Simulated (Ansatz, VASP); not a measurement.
# KCl: VASP beside Ansatz

```
K Cl
1.0
     0.00000    3.10980    3.25078
     3.10980    0.00000    3.25078
     3.10980    3.10980    0.00000
K Cl
1 1
Direct
  0.00000 0.00000 0.00000
  0.50000 0.50000 0.50000
```

Change from the starting cell: z stretched by +3 % at fixed volume, PAW files.

Alike in both runs: task electric field gradients; functional PBE; k mesh 7 × 7 × 7; occupations fermi-dirac, width 0.03 eV; no spin polarisation.

```csv
,VASP,Ansatz
version,VASP 6.6.1,Ansatz 0.2.0
potentials or method,"VASP PAW PBE potentials, release 64 (K_sv, Cl)","PAW with Ansatz's default frozen-core files, scalar-relativistic"
plane-wave cutoff (eV),520,420
valence electrons in the cell,16,16
```

|  | VASP | Ansatz | Ansatz less VASP |
| --- | --- | --- | --- |
| gap on the k mesh at the Fermi level (eV) | 5.14 | 5.14 | +0.002 |
| pressure (GPa) | 0.7 | 0.7 | -0.02 |
| traceless stress, the component that is largest in VASP (GPa) | -1.00 | -0.98 | +0.019 |
| size of Vzz on the site where it differs most (V/Å²) | 4.0 | 3.9 | -0.10 |

The functional is the same, so the differences come from potentials, cutoffs and numerics.
